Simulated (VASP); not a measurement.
## MoI3: single point with PBEsol

The system is MoI3.

```xyz
4
Lattice="5.6047 0.0000 0.0000 0.0000 5.6047 0.0000 0.0000 0.0000 5.6047" Properties=species:S:1:pos:R:3 pbc="T T T"
Mo    0.0000    0.0000    0.0000
I     2.8023    0.0000    0.0000
I     0.0000    0.0000    2.8023
I     0.0000    2.8023    0.0000
```

| Item | Value |
| --- | --- |
| Program | VASP 6.6.1 |
| Task | single point |
| Functional | PBEsol |
| Potentials or basis | VASP PAW PBE potentials, release 64 (Mo_sv, I) |
| Cutoff | 520 eV |
| k mesh | 6 × 6 × 6 |
| Occupations | gaussian, width 0.05 eV |
| Spin | collinear spin |
| Starting moments | [2.37, 0.0, 0.0, 0.0] μB |
| Dipole correction | no |
| Further INCAR settings | ALGO = Normal; EDIFF = 1e-06; NBANDS = 30 |

The pressure is -1.0 GPa. The band gap on the k mesh is zero (filled and empty bands overlap) and the net moment is 3.00 μB per cell. The site moments are Mo +2.42; I +0.04 μB and the valence electrons inside the program's atomic spheres are Mo 12.13; I 4.29.

Levels at points of the mesh, in eV from the Fermi level:
Spin up:
```
           k point  band 16  band 17  band 18  band 19  band 20  band 21  band 22  band 23
(0.00, 0.00, 0.00)    -1.45    -1.06    -1.06    -1.06    -0.61    -0.61     2.03     4.24
(0.50, 0.00, 0.00)    -1.20    -1.20    -0.61     0.03     0.03     0.46     5.43     5.90
(0.50, 0.50, 0.00)    -0.45    -0.20     0.00     0.03     0.03     3.69     5.79     5.79
(0.50, 0.50, 0.50)    -0.44     0.02     0.02     0.02     3.71     3.71     4.42     4.85
```
Spin down:
| k point | band 14 | band 15 | band 16 | band 17 | band 18 | band 19 |
| --- | --- | --- | --- | --- | --- | --- |
| (0.00, 0.00, 0.00) | -0.98 | -0.98 | -0.98 | 0.10 | 0.10 | 0.10 |
| (0.50, 0.00, 0.00) | -1.57 | -1.12 | -1.12 | 0.12 | 0.73 | 1.46 |
| (0.50, 0.50, 0.00) | -1.89 | -1.89 | -0.35 | 1.07 | 1.46 | 1.46 |
| (0.50, 0.50, 0.50) | -0.35 | -0.35 | -0.35 | 1.69 | 1.69 | 1.69 |

It took 2.5 min on 1 thread of Intel(R) Xeon(R) Platinum 8488C (Sapphire Rapids), on a shared host, peak memory 0.39 GiB.

Caveat: the PAW data sets were made with another functional, which shifts forces and pressure a little; spin-orbit coupling is left out, which moves the levels of the heavy elements.
